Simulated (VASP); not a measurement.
# CdS (Hawleyite) (F-43m) in VASP: a series of runs, part 2 of 2

VASP 6.6.1. Earlier steps stand in the parts before.

### 3 Single point, PBE

This run uses another cell than the first one, of 24.81 Å³/atom, 0.915 times its volume.

File INCAR:

```
SYSTEM = CdS
ALGO = Normal
EDIFF = 1E-7
ENCUT = 520
GGA = PE
ISIF = 2
ISMEAR = 0
LASPH = .TRUE.
LCHARG = .TRUE.
LELF = .TRUE.
LREAL = .FALSE.
LVHAR = .TRUE.
LWAVE = .FALSE.
NBANDS = 16
NELM = 100
PREC = Accurate
SIGMA = 0.1
```

File KPOINTS:

```
k-points
0
G
  8 8 8
  0 0 0
```

File POSCAR:

```
CdS
1.0
    4.1245538500      0.0000000000      0.0000000000
    2.0622769250      3.5719684134      0.0000000000
    2.0622769250      1.1906561378      3.3676841164
Cd S
1 1
Direct
    0.0000000000      0.0000000000      0.0000000000
    0.7500000000      0.7500000000      0.7500000000
```

Potentials or basis: VASP PAW PBE potentials, release 64 (Cd, S).

Launch:

```sh
$ cat potpaw_PBE.64/Cd/POTCAR potpaw_PBE.64/S/POTCAR > POTCAR
$ mpirun -np 1 vasp_std > vasp.out
```

OUTCAR:

```text
SYSTEM = CdS
   EDIFF = 1E-7
   ENCUT = 520
   GGA = PE
   ISIF = 2
   ISMEAR = 0
   LASPH = .TRUE.
   LREAL = .FALSE.
   NELM = 100
   PREC = Accurate

 ion  position               nearest neighbor table
   1  0.000  0.000  0.000-   2 2.53   2 2.53   2 2.53   2 2.53
   2  0.750  0.750  0.750-   1 2.53   1 2.53   1 2.53   1 2.53

  LATTYP: Found a face centered cubic cell.
 ALAT       =     5.8329999934

  Lattice vectors:

 A1 = (   4.1245538500,   0.0000000000,   0.0000000000)
 A2 = (   2.0622769250,   3.5719684134,   0.0000000000)
 A3 = (   2.0622769250,   1.1906561378,   3.3676841164)

Analysis of symmetry for initial positions (statically):
=====================================================================
 Subroutine PRICEL returns:
 Original cell was already a primitive cell.

 Routine SETGRP: Setting up the symmetry group for a
 face centered cubic supercell.

 Subroutine GETGRP returns: Found 24 space group operations
 (whereof 24 operations were pure point group operations)
 out of a pool of 48 trial point group operations.

The static configuration has the point symmetry T_d .

Analysis of symmetry for dynamics (positions and initial velocities):
=====================================================================
 Subroutine PRICEL returns:
 Original cell was already a primitive cell.

 Routine SETGRP: Setting up the symmetry group for a
 face centered cubic supercell.

 Subroutine GETGRP returns: Found 24 space group operations
 (whereof 24 operations were pure point group operations)
 out of a pool of 48 trial point group operations.

The dynamic configuration has the point symmetry T_d .

 Subroutine INISYM returns: Found 24 space group operations
 (whereof 24 operations are pure point group operations),
 and found     1 'primitive' translations

----------------------------------------------------------------------------------------

                                     Primitive cell

  volume of cell :      49.6153

  direct lattice vectors                    reciprocal lattice vectors
     4.124553850  0.000000000  0.000000000     0.242450465 -0.139978841 -0.098979988
     2.062276925  3.571968413  0.000000000     0.000000000  0.279957683 -0.098979988
     2.062276925  1.190656138  3.367684116     0.000000000  0.000000000  0.296939964

  length of vectors
     4.124553850  4.124553850  4.124553850     0.296939964  0.296939964  0.296939964

  position of ions in fractional coordinates (direct lattice)
     0.000000000  0.000000000  0.000000000
     0.750000000  0.750000000  0.750000000

  ion indices of the primitive-cell ions
   primitive index   ion index
                 1           1
                 2           2

----------------------------------------------------------------------------------------

 KPOINTS: k-points

Automatic generation of k-mesh.
 Grid dimensions read from file:
 generate k-points for:    8    8    8

 Generating k-lattice:

  Cartesian coordinates                     Fractional coordinates (reciprocal lattice)
     0.030306308 -0.017497355 -0.012372498     0.125000000  0.000000000  0.000000000
     0.000000000  0.034994710 -0.012372498     0.000000000  0.125000000 -0.000000000
     0.000000000  0.000000000  0.037117495     0.000000000  0.000000000  0.125000000

  Length of vectors
     0.037117495  0.037117495  0.037117495

  Shift w.r.t. Gamma in fractional coordinates (k-lattice)
     0.000000000  0.000000000  0.000000000

 Subroutine IBZKPT returns following result:
 ===========================================

 Found     29 irreducible k-points:

 Following reciprocal coordinates:
            Coordinates               Weight
  0.000000  0.000000  0.000000      1.000000
  0.125000 -0.000000 -0.000000      8.000000
  0.250000 -0.000000 -0.000000      8.000000
  0.375000 -0.000000 -0.000000      8.000000
  0.500000 -0.000000 -0.000000      4.000000
  0.125000  0.125000 -0.000000      6.000000
[... 16 lines left out ...]
  0.500000  0.250000  0.125000     48.000000
 -0.375000  0.250000  0.125000     24.000000
 [... further k-points ...]
   k-points           NKPTS =     29   k-points in BZ     NKDIM =     29   number of bands    NBANDS=     16
   number of dos      NEDOS =    301   number of ions     NIONS =      2
   total plane-waves  NPLWV =  32768
   dimension x,y,z NGX =    32 NGY =   32 NGZ =   32
   dimension x,y,z NGXF=    64 NGYF=   64 NGZF=   64
   ions per type =               1   1
   NGX,Y,Z   is equivalent  to a cutoff of  12.90, 12.90, 12.90 a.u.
   NGXF,Y,Z  is equivalent  to a cutoff of  25.80, 25.80, 25.80 a.u.
 SYSTEM =  CdS
   PREC   = accura    normal or accurate (medium, high low for compatibility)
   ISTART =      0    job   : 0-new  1-cont  2-samecut
   ICHARG =      2    charge: 1-file 2-atom 10-const
   ISPIN  =      1    spin polarized calculation?
   LNONCOLLINEAR =      F non collinear calculations
   LSORBIT =      F    spin-orbit coupling
   LASPH  =      T    aspherical Exc in radial PAW
   ENCUT  =  520.0 eV  38.22 Ry    6.18 a.u.   7.67  7.67  7.67*2*pi/ulx,y,z
   NELM   =    100;   NELMIN=  2; NELMDL= -5     # of ELM steps
   EDIFF  = 0.1E-06   stopping-criterion for ELM
   LREAL  =      F    real-space projection
   EDIFFG = 0.1E-05   stopping-criterion for IOM
   NSW    =      0    number of steps for IOM
   IBRION =     -1    ionic relax: 0-MD 1-quasi-New 2-CG
   NFREE  =      0    steps in history (QN), initial steepest desc. (CG)
   ISIF   =      2    stress and relaxation
   ISYM   =      2    0-nonsym 1-usesym 2-fastsym
   POTIM  = 0.5000    time-step for ionic-motion
   TEBEG  =    0.0;   TEEND  =   0.0 temperature during run
   PSTRESS=    0.0 pullay stress
   NELECT =      18.0000    total number of electrons
   NUPDOWN=      -1.0000    fix difference up-down
   EMIN   =  10.00;   EMAX   =-10.00  energy-range for DOS
   EFERMI =   0.00;   METHOD = LEGACY
   ISMEAR =     0;   SIGMA  =   0.10  broadening in eV -4-tet -1-fermi 0-gaus
   EFERMI_NEDOS =   21; number of points for ismear=-14 and -15
   IALGO  =     38    algorithm
   IMIX   =      4    mixing-type and parameters
     AMIX     =   0.40;   BMIX     =  1.00
     AMIX_MAG =   1.60;   BMIX_MAG =  1.00
  volume/ion in A,a.u.               =      24.81       167.41
  Fermi-wavevector in a.u.,A,eV,Ry     =   1.167599  2.206442 18.548649  1.363287
  Thomas-Fermi vector in A             =   2.304097
   LORBIT       =      0    0 simple, 1 ext, 2 COOP (PROOUT), +10 PAW based schemes
   GGA     = PE    functional components
   LHFCALC =     F    Hartree Fock is set to
   AEXX    =    0.0000 exact exchange contribution
   IVDW    =     0    specifies the selected vdW correction
   LEPSILON=     F    determine dielectric tensor
   LRPA    =     F    only Hartree local field effects (RPA)
 non-spin polarized calculation
 Gauss-broadening in eV      SIGMA  =   0.10
  energy-cutoff  :      520.00
  volume of cell :       49.62
 maximum number of plane-waves:      1363
   NGX = 15   NGY = 15   NGZ = 15

 number of electron      18.0000004 magnetization

 Free energy of the ion-electron system (eV)
  ---------------------------------------------------
  ext. energy  EPLUGINS =         0.00000000
  ---------------------------------------------------
  free energy    TOTEN  =        -6.12127788 eV

  energy without entropy =       -6.12127788  energy(sigma->0) =       -6.12127788

 E-fermi :   1.8010     XC(G=0):  -9.1497

 val. band max:        1.3143377607   @ k =   0.0000   0.0000   0.0000
 cond. band min:       2.4641080614   @ k =   0.0000   0.0000   0.0000
 fundamental gap:      1.1497703007
 Fermi energy:         1.8010100878

 k-point     1 :       0.0000    0.0000    0.0000
  band No.  band energies     occupation
      1     -11.0554      2.00000
      2      -6.4137      2.00000
      3      -6.4137      2.00000
      4      -6.4137      2.00000
      5      -5.9338      2.00000
      6      -5.9338      2.00000
[... 8 lines left out ...]
     15      12.7950      0.00000
     16      12.7950      0.00000
[... 419 lines left out ...]
 k-point    24 :      -0.3750    0.2500    0.1250
  band No.  band energies     occupation
      1     -10.5653      2.00000
      2      -6.2497      2.00000
      3      -6.2116      2.00000
      4      -5.9596      2.00000
      5      -5.9070      2.00000
      6      -5.4397      2.00000
[... 8 lines left out ...]
     15      13.6170      0.00000
     16      14.4857      0.00000

 [... further k-points ...]

------------------------ aborting loop because EDIFF is reached ----------------------------------------

  FORCE on cell =-STRESS in cart. coord.  units (eV):
  Direction    XX          YY          ZZ          XY          YZ          ZX
  --------------------------------------------------------------------------------------
  -------------------------------------------------------------------------------------
  Total        0.9935909      0.9935909      0.9935909     -0.0000000      0.0000000     -0.0000000
  in kB       32.0850146     32.0850146     32.0850146     -0.0000000      0.0000000     -0.0000000
  external PRESSURE =      32.0850146 kB  Pullay stress =       0.0000000 kB

 VOLUME and BASIS-vectors are now :
 -----------------------------------------------------------------------------
  energy-cutoff  :      520.00
  volume of cell :       49.62
      direct lattice vectors                 reciprocal lattice vectors
     4.124553850  0.000000000  0.000000000     0.242450465 -0.139978841 -0.098979988
     2.062276925  3.571968413  0.000000000     0.000000000  0.279957683 -0.098979988
     2.062276925  1.190656138  3.367684116     0.000000000  0.000000000  0.296939964

 POSITION                                       TOTAL-FORCE (eV/Angst)
 -----------------------------------------------------------------------------------
      0.00000      0.00000      0.00000        -0.000000      0.000000      0.000000
      6.18683      3.57197      2.52576         0.000000     -0.000000     -0.000000
 -----------------------------------------------------------------------------------
    total drift:                                0.000000      0.000000      0.000000

  FREE ENERGIE OF THE ION-ELECTRON SYSTEM (eV)
  ---------------------------------------------------
  free  energy   TOTEN  =        -6.1212778849 eV

  energy  without entropy=       -6.1212778849  energy(sigma->0) =       -6.12127788
```

Wall time 11 s (1 thread of Intel Xeon 6975P-C (Granite Rapids), shared host); peak memory 0.18 GiB.

What came out:

| Quantity | Value |
| --- | --- |
| Free energy | -6.1213 eV |
| Pressure | 3.2 GPa |
| Band gap on the k mesh | 1.15 eV, direct |

Levels at points of the mesh, in eV from the valence-band top:
```csv
k point,band 6,band 7,band 8,band 9,band 10,band 11,band 12,band 13
"(0.00, 0.00, 0.00)",-7.25,0.00,0.00,0.00,1.15,6.55,6.55,6.55
"(0.50, 0.00, 0.00)",-6.87,-4.40,-0.75,-0.75,3.02,7.01,7.01,7.48
"(0.50, 0.50, 0.00)",-6.80,-3.95,-1.88,-1.88,3.55,4.35,9.23,10.78
```

### 4 Single point, PBE

This run uses another cell than the first one, of 24.81 Å³/atom, 0.915 times its volume.

File INCAR:

```
PREC = Accurate
ENCUT = 520
EDIFF = 1E-7
ISMEAR = 0
SIGMA = 0.025
LREAL = False
LASPH = True
NELM = 100
ALGO = Normal
ISIF = 2
LWAVE = False
LCHARG = False
GGA = PE
NBANDS = 16
```

File KPOINTS:

```
Automatic mesh
0
Gamma
  8 8 8
```

File POSCAR:

```
CdS
1.0
    0.0000000000      2.9165000000      2.9165000000
    2.9165000000      0.0000000000      2.9165000000
    2.9165000000      2.9165000000      0.0000000000
Cd S
1 1
Direct
    0.0000000000      0.0000000000      0.0000000000
    0.7500000000      0.7500000000      0.7500000000
```

Launch:

```sh
$ cat potpaw_PBE.64/Cd/POTCAR potpaw_PBE.64/S/POTCAR > POTCAR
$ mpirun -np 1 vasp_std > vasp.out
```

It took 20 s on 1 thread of Intel Xeon Platinum 8488C (Sapphire Rapids), shared host; peak memory 0.18 GiB.

It converged, with:

- Free energy: -6.1213 eV
- Pressure: 3.2 GPa
- Band gap on the k mesh: 1.15 eV, direct

Levels at points of the mesh, in eV from the valence-band top:
```csv
k point,band 5,band 6,band 7,band 8,band 9,band 10,band 11,band 12,band 13,band 14
"(0.00, 0.00, 0.00)",-7.25,-7.25,0.00,0.00,0.00,1.15,6.55,6.55,6.55,11.44
"(0.50, 0.00, 0.00)",-7.21,-6.87,-4.40,-0.75,-0.75,3.02,7.01,7.01,7.48,11.09
"(0.50, 0.50, 0.00)",-7.16,-6.80,-3.95,-1.88,-1.88,3.55,4.35,9.23,10.78,10.78
```

### 5 The runs side by side

```tsv
level	cell	smearing	gap on the mesh (eV)	pressure (GPa)
RPBE	a = 4.248 Å, angles 60.0°, 2 atoms	fermi-dirac 0.05 eV	1.13	0.2
PBE	a = 4.125 Å, angles 60.0°, 2 atoms	gaussian 0.1 eV	1.15	3.2
PBE	a = 4.125 Å, angles 60.0°, 2 atoms	gaussian 0.025 eV	1.15	3.2
```

Alike in all rows: task single point; potentials or basis VASP PAW PBE potentials, release 64 (Cd, S); no spin polarisation; k mesh 8 × 8 × 8; cutoff (eV) 520.

Caveats: the PAW data sets were made with another functional, which shifts forces and pressure a little (some runs).

Absolute energies hang on the potentials; compare differences alone.
